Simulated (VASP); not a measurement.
# Ga (Cmcm) in VASP: settings compared, part 2 of 2

VASP 6.6.1. The steps go on from the part before.

## 3. Single point, r2SCAN

POSCAR reads:

```
Ga
1.0
    1.4500000000     -4.0650000000      0.0000000000
    1.4500000000      4.0650000000      0.0000000000
    0.0000000000      0.0000000000      3.1700000000
Ga
2
Direct
    0.1330000000      0.8670000000      0.7500000000
    0.8670000000      0.1330000000      0.2500000000
```

INCAR.step1 reads:

```
PREC     = Accurate       # precision mode
ENCUT    = 520            # plane-wave cutoff, eV
ISMEAR   = -1             # smearing method
SIGMA    = 0.05           # smearing width, eV
LREAL    = False          # projectors in reciprocal space
LASPH    = True           # aspherical terms in the spheres
NELM     = 60             # most SCF steps
NBANDS   = 20             # bands
GGA      = PE             # functional
ALGO     = Normal         # electronic algorithm
EDIFF    = 1E-4           # SCF threshold, eV
LWAVE    = True           # write WAVECAR
LCHARG   = False          # write CHGCAR
```

INCAR.step2 reads:

```
PREC     = Accurate       # precision mode
ENCUT    = 520            # plane-wave cutoff, eV
EDIFF    = 1E-6           # SCF threshold, eV
ISMEAR   = -1             # smearing method
SIGMA    = 0.05           # smearing width, eV
LREAL    = False          # projectors in reciprocal space
LASPH    = True           # aspherical terms in the spheres
NELM     = 60             # most SCF steps
ALGO     = Normal         # electronic algorithm
ISIF     = 2              # what is computed and relaxed
LWAVE    = False          # write WAVECAR
LCHARG   = True           # write CHGCAR
METAGGA  = R2SCAN         # meta-GGA
LMIXTAU  = True         
LELF     = True           # ELF
LVHAR    = True         
NBANDS   = 20             # bands
ISTART   = 1
```

KPOINTS reads:

```
Automatic mesh
0
Gamma
  6 6 5
```

Potentials or basis: VASP PAW PBE potentials, release 64 (Ga_d).

Launch:

```sh
> cat potpaw_PBE.64/Ga_d/POTCAR > POTCAR
> cp INCAR.step1 INCAR
> mpirun -np 1 vasp_std > vasp.out
> cp INCAR.step2 INCAR
> mpirun -np 1 vasp_std > vasp.out
```

OUTCAR:

```text
PREC = Accurate
   ENCUT = 520
   EDIFF = 1E-6
   ISMEAR = -1
   LREAL = False
   LASPH = True
   NELM = 60
   ISIF = 2
   METAGGA = R2SCAN
   ISTART = 1

 ion  position               nearest neighbor table
   1  0.133  0.867  0.750-   2 2.68   2 2.68   2 2.87   2 2.87   2 2.87   2 2.87
   2  0.867  0.133  0.250-   1 2.68   1 2.68   1 2.87   1 2.87   1 2.87   1 2.87

  LATTYP: Found a base centered orthorhombic cell.
 ALAT       =     2.9000000000
 B/A-ratio  =     2.8034482759
 C/A-ratio  =     1.0931034483

  Lattice vectors:

[... 190 lines left out ...]
      3     -10.0870      2.00000
      4     -10.0725      2.00000
      5      -9.8692      2.00000
      6      -9.8574      2.00000
[... 541 lines left out ...]
     19      18.8637      0.00000
     20      19.9164      0.00000

 [... further k-points ...]
[... 5 lines left out ...]
  --------------------------------------------------------------------------------------
  -------------------------------------------------------------------------------------
  Total       -0.5175550     -0.7600399      0.4109535      0.0000000      0.0000000      0.0000000
  in kB      -22.1895912    -32.5858583     17.6191721      0.0000000      0.0000000      0.0000000
  external PRESSURE =     -12.3854258 kB  Pullay stress =       0.0000000 kB

 VOLUME and BASIS-vectors are now :
 -----------------------------------------------------------------------------
  energy-cutoff  :      520.00
  volume of cell :       37.37
      direct lattice vectors                 reciprocal lattice vectors
     1.450000000 -4.065000000  0.000000000     0.344827586 -0.123001230  0.000000000
     1.450000000  4.065000000  0.000000000     0.344827586  0.123001230  0.000000000
     0.000000000  0.000000000  3.170000000     0.000000000  0.000000000  0.315457413

 POSITION                                       TOTAL-FORCE (eV/Angst)
 -----------------------------------------------------------------------------------
      1.45000      2.98371      2.37750         0.000000     -0.226934     -0.000000
      1.45000     -2.98371      0.79250         0.000000      0.226934      0.000000
 -----------------------------------------------------------------------------------
    total drift:                                0.000000      0.000000     -0.000000

  FREE ENERGIE OF THE ION-ELECTRON SYSTEM (eV)
  ---------------------------------------------------
  free  energy   TOTEN  =       -22.6886844046 eV

  energy  without entropy=      -22.6838807144  energy(sigma->0) =      -22.68628256
```

OSZICAR.step1:

```text
N       E                     dE             d eps       ncg     rms          rms(c)
DAV:   1     0.129868267237E+03    0.12987E+03   -0.13194E+04  1632   0.245E+03
DAV:   2     0.561888920541E+01   -0.12425E+03   -0.12091E+03  1624   0.382E+02
DAV:   3    -0.563479309875E+01   -0.11254E+02   -0.11184E+02  1736   0.937E+01
DAV:   4    -0.580401278049E+01   -0.16922E+00   -0.16913E+00  1788   0.127E+01
DAV:   5    -0.580698436309E+01   -0.29716E-02   -0.29712E-02  1828   0.166E+00    0.139E+00
DAV:   6    -0.576476066604E+01    0.42224E-01   -0.84072E-02  2104   0.480E+00    0.725E-01
DAV:   7    -0.575634031268E+01    0.84204E-02   -0.17145E-02  2244   0.182E+00    0.196E-01
DAV:   8    -0.575544033871E+01    0.89997E-03   -0.22456E-03  1708   0.653E-01    0.193E-02
DAV:   9    -0.575545784759E+01   -0.17509E-04   -0.96132E-05  1348   0.108E-01
   1 F= -.57554578E+01 E0= -.57525929E+01  d E =-.572997E-02
```

Wall time 33 s (1 thread of Intel Xeon 6975P-C (Granite Rapids), shared host); peak memory 0.17 GiB.

What came out:

* Free energy: -22.6887 eV
* Pressure: -1.2 GPa
* Largest force: 0.227 eV/Å
* Band gap on the k mesh: zero (band 13 reaches 10.91 eV, above the bottom of band 14 at 2.65 eV)

Forces on the atoms (eV/Å):
```
Ga   0.000 -0.227  0.000
Ga   0.000  0.227  0.000
```

Caveat: the k points lie up to 0.40 Å⁻¹ apart; the PAW data sets were made with another functional, which shifts forces and pressure a little.

## 4. Single point, PBE (volume scaled by 0.94)

INCAR reads:

```
PREC     = Accurate       # precision mode
ENCUT    = 520            # plane-wave cutoff, eV
EDIFF    = 1E-7           # SCF threshold, eV
ISMEAR   = -1             # smearing method
SIGMA    = 0.05           # smearing width, eV
LREAL    = F              # projectors in reciprocal space
LASPH    = T              # aspherical terms in the spheres
NELM     = 100            # most SCF steps
ALGO     = Fast           # electronic algorithm
ISIF     = 2              # what is computed and relaxed
LWAVE    = F              # write WAVECAR
LCHARG   = T              # write CHGCAR
GGA      = PE             # functional
LELF     = T              # ELF
LVHAR    = T            
NBANDS   = 20             # bands
```

KPOINTS reads:

```
Automatic mesh
0
Gamma
  10 10 8
```

POSCAR reads:

```
Ga
1.0
    1.4203998576     -3.9820175319      0.0000000000
    1.4203998576      3.9820175319      0.0000000000
    0.0000000000      0.0000000000      3.1052879646
Ga
2
Direct
    0.1330000000      0.8670000000      0.7500000000
    0.8670000000      0.1330000000      0.2500000000
```

Potentials or basis: VASP PAW PBE potentials, release 64 (Ga_d).

Launch:

```sh
> cat potpaw_PBE.64/Ga_d/POTCAR > POTCAR
> mpirun -np 1 vasp_std > vasp.out
```

OUTCAR:

```text
PREC = Accurate
   ENCUT = 520
   EDIFF = 1E-7
   ISMEAR = -1
   LREAL = F
   LASPH = T
   NELM = 100
   ISIF = 2
   GGA = PE

 ion  position               nearest neighbor table
   1  0.133  0.867  0.750-   2 2.63   2 2.63   2 2.81   2 2.81   2 2.81   2 2.81
   2  0.867  0.133  0.250-   1 2.63   1 2.63   1 2.81   1 2.81   1 2.81   1 2.81

  LATTYP: Found a base centered orthorhombic cell.
 ALAT       =     2.8407997152
 B/A-ratio  =     2.8034482759
 C/A-ratio  =     1.0931034483

  Lattice vectors:

 A1 = (   1.4203998576,  -3.9820175319,   0.0000000000)
 A2 = (   1.4203998576,   3.9820175319,   0.0000000000)
 A3 = (   0.0000000000,   0.0000000000,   3.1052879646)

Analysis of symmetry for initial positions (statically):
=====================================================================
 Subroutine PRICEL returns:
 Original cell was already a primitive cell.

 Routine SETGRP: Setting up the symmetry group for a
 base centered orthorhombic supercell.

 Subroutine GETGRP returns: Found  8 space group operations
 (whereof  4 operations were pure point group operations)
 out of a pool of  8 trial point group operations.

The static configuration has the point symmetry C_2h.
 The point group associated with its full space group is D_2h.

Analysis of symmetry for dynamics (positions and initial velocities):
=====================================================================
 Subroutine PRICEL returns:
 Original cell was already a primitive cell.

 Routine SETGRP: Setting up the symmetry group for a
 base centered orthorhombic supercell.

 Subroutine GETGRP returns: Found  8 space group operations
 (whereof  4 operations were pure point group operations)
 out of a pool of  8 trial point group operations.

The dynamic configuration has the point symmetry C_2h.
 The point group associated with its full space group is D_2h.
[... 105 lines left out ...]
   ISIF   =      2    stress and relaxation
   ISYM   =      2    0-nonsym 1-usesym 2-fastsym
   POTIM  = 0.5000    time-step for ionic-motion
   TEBEG  =    0.0;   TEEND  =   0.0 temperature during run
   PSTRESS=    0.0 pullay stress
   NELECT =      26.0000    total number of electrons
   NUPDOWN=      -1.0000    fix difference up-down
   EMIN   =  10.00;   EMAX   =-10.00  energy-range for DOS
   EFERMI =   0.00;   METHOD = LEGACY
   ISMEAR =    -1;   SIGMA  =   0.05  broadening in eV -4-tet -1-fermi 0-gaus
   EFERMI_NEDOS =   21; number of points for ismear=-14 and -15
   IALGO  =     68    algorithm
   IMIX   =      4    mixing-type and parameters
     AMIX     =   0.40;   BMIX     =  1.00
     AMIX_MAG =   1.60;   BMIX_MAG =  1.00
  volume/ion in A,a.u.               =      17.56       118.53
  Fermi-wavevector in a.u.,A,eV,Ry     =   1.480872  2.798441 29.837312  2.192981
  Thomas-Fermi vector in A             =   2.594852
   LORBIT       =      0    0 simple, 1 ext, 2 COOP (PROOUT), +10 PAW based schemes
   GGA     = PE    functional components
   LHFCALC =     F    Hartree Fock is set to
   AEXX    =    0.0000 exact exchange contribution
   IVDW    =     0    specifies the selected vdW correction
   LEPSILON=     F    determine dielectric tensor
   LRPA    =     F    only Hartree local field effects (RPA)
 non-spin polarized calculation
 RMM-DIIS sequential band-by-band and
  energy-cutoff  :      520.00
  volume of cell :       35.13
 maximum number of plane-waves:       972
   NGX = 15   NGY = 15   NGZ = 11

 number of electron      25.9999992 magnetization

 Free energy of the ion-electron system (eV)
  ---------------------------------------------------
  ext. energy  EPLUGINS =         0.00000000
  ---------------------------------------------------
  free energy    TOTEN  =        -5.73749601 eV

  energy without entropy =       -5.73425869  energy(sigma->0) =       -5.73587735

 E-fermi :   6.2901     XC(G=0): -11.3314

 val. band max:        6.2585868975   @ k =   0.3000   0.1000   0.2500
 cond. band min:       6.3369492628   @ k =   0.0000   0.0000   0.3750
 fundamental gap:      0.0783623653
 Fermi energy:         6.2900557426

 k-point     1 :       0.0000    0.0000    0.0000
  band No.  band energies     occupation
      1      -9.0544      2.00000
      2      -9.0183      2.00000
      3      -8.9407      2.00000
      4      -8.9317      2.00000
      5      -8.7041      2.00000
      6      -8.6830      2.00000
[... 541 lines left out ...]
     19      16.3971      0.00000
     20      18.1203      0.00000

 [... further k-points ...]
[... 5 lines left out ...]
  --------------------------------------------------------------------------------------
  -------------------------------------------------------------------------------------
  Total        0.6501303      1.4718395      1.5857518      0.0000000     -0.0000000      0.0000000
  in kB       29.6527754     67.1313481     72.3269467      0.0000000     -0.0000000      0.0000000
  external PRESSURE =      56.3703567 kB  Pullay stress =       0.0000000 kB

 VOLUME and BASIS-vectors are now :
 -----------------------------------------------------------------------------
  energy-cutoff  :      520.00
  volume of cell :       35.13
      direct lattice vectors                 reciprocal lattice vectors
     1.420399858 -3.982017532  0.000000000     0.352013553 -0.125564490  0.000000000
     1.420399858  3.982017532  0.000000000     0.352013553  0.125564490  0.000000000
     0.000000000  0.000000000  3.105287965     0.000000000  0.000000000  0.322031326

 POSITION                                       TOTAL-FORCE (eV/Angst)
 -----------------------------------------------------------------------------------
      1.42040      2.92280      2.32897         0.000000     -0.238703      0.000000
      1.42040     -2.92280      0.77632         0.000000      0.238703     -0.000000
 -----------------------------------------------------------------------------------
    total drift:                                0.000000      0.000000     -0.000000

  FREE ENERGIE OF THE ION-ELECTRON SYSTEM (eV)
  ---------------------------------------------------
  free  energy   TOTEN  =        -5.7374960126 eV

  energy  without entropy=       -5.7342586927  energy(sigma->0) =       -5.73587735
```

OSZICAR:

```text
N       E                     dE             d eps       ncg     rms          rms(c)
DAV:   1     0.129702925694E+03    0.12970E+03   -0.13195E+04  6644   0.251E+03
DAV:   2     0.518920535837E+01   -0.12451E+03   -0.12137E+03  6396   0.384E+02
DAV:   3    -0.563552653917E+01   -0.10825E+02   -0.10776E+02  7004   0.934E+01
DAV:   4    -0.579427279155E+01   -0.15875E+00   -0.15866E+00  7108   0.124E+01
DAV:   5    -0.579699726758E+01   -0.27245E-02   -0.27243E-02  7040   0.160E+00    0.152E+00
RMM:   6    -0.574826698564E+01    0.48730E-01   -0.82885E-02  8364   0.347E+00    0.788E-01
RMM:   7    -0.573851709419E+01    0.97499E-02   -0.27012E-02  8754   0.159E+00    0.205E-01
RMM:   8    -0.573743617787E+01    0.10809E-02   -0.26231E-03  8931   0.575E-01    0.227E-02
RMM:   9    -0.573748637923E+01   -0.50201E-04   -0.52325E-04 10154   0.251E-01    0.128E-02
RMM:  10    -0.573749393052E+01   -0.75513E-05   -0.94249E-05  9458   0.971E-02    0.349E-03
RMM:  11    -0.573749596241E+01   -0.20319E-05   -0.21397E-05 10126   0.409E-02    0.210E-03
RMM:  12    -0.573749588244E+01    0.79972E-07   -0.31219E-06  8881   0.188E-02    0.332E-04
RMM:  13    -0.573749599923E+01   -0.11679E-06   -0.12671E-06  6999   0.921E-03    0.273E-04
RMM:  14    -0.573749601260E+01   -0.13373E-07   -0.98821E-08  4467   0.372E-03
   1 F= -.57374960E+01 E0= -.57358774E+01  d E =-.323732E-02
```

It took 40 s on 1 thread of Intel Xeon 6975P-C (Granite Rapids), shared host; peak memory 0.22 GiB.

What came out:

```
Free energy            : -5.7375 eV
Pressure               : 5.6 GPa
Largest force          : 0.239 eV/Å
Band gap on the k mesh : zero (band 13 reaches 11.60 eV, above the bottom of band 14 at 1.72 eV)
```

Forces on the atoms (eV/Å):
```
Ga   0.000 -0.239  0.000
Ga   0.000  0.239  0.000
```

## 5. The runs side by side

| level | potentials or basis | cell | k mesh | gap on the mesh (eV) | pressure (GPa) | largest force (eV/Å) |
| --- | --- | --- | --- | --- | --- | --- |
| LDA | VASP PAW LDA potentials, release 64 (Ga_d) | a = 4.316, b = 4.316, c = 3.170 Å, angles 90.0, 90.0, 140.7°, 2 atoms | 6 × 6 × 5 | none | -3.6 | 0.14 |
| r2SCAN | VASP PAW PBE potentials, release 64 (Ga_d) | a = 4.316, b = 4.316, c = 3.170 Å, angles 90.0, 90.0, 140.7°, 2 atoms | 6 × 6 × 5 | none | -1.2 | 0.23 |
| PBE | VASP PAW PBE potentials, release 64 (Ga_d) | a = 4.228, b = 4.228, c = 3.105 Å, angles 90.0, 90.0, 140.7°, 2 atoms | 10 × 10 × 8 | none | 5.6 | 0.24 |

Alike in all rows: task single point; no spin polarisation; cutoff (eV) 520; smearing fermi-dirac 0.05 eV.

Caveats: some runs use coarse meshes; the PAW data sets were made with another functional, which shifts forces and pressure a little (some runs).

Total energies depend on the potentials used, so only differences within one code and one set of settings carry meaning.
